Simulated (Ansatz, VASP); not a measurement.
Two plane-wave programs on Cd

```
Cd
1.0
    -2.93703    2.93703    1.49882
     2.93703   -2.93703    1.49882
     2.93703    2.93703   -1.49882
Cd
2
Direct
  0.62500 0.87500 0.75000
  0.37500 0.12500 0.25000
```

Alike in both runs: functional PBE; k mesh 14 × 14 × 14; occupations fermi-dirac, width 0.1 eV; no spin polarisation.

Ansatz relaxed the structure, and its values are those at the end. VASP's run is a single point on that final structure, the one shown.

|  | VASP | Ansatz |
| --- | --- | --- |
| version | VASP 6.6.1 | Ansatz 0.2.0 |
| potentials or method | VASP PAW PBE potentials, release 64 (Cd) | PAW with Ansatz's default frozen-core files, scalar-relativistic |
| plane-wave cutoff (eV) | 520 | 420 |
| valence electrons in the cell | 24 | 40 |

Ansatz gave:

* pressure (GPa): 0.0

Q: Which values does VASP return?

A: Pressure (GPa): 0.2.

VASP's potentials hold 24 valence electrons a cell and Ansatz's 40, so a difference there can come from the potentials and not from the codes.
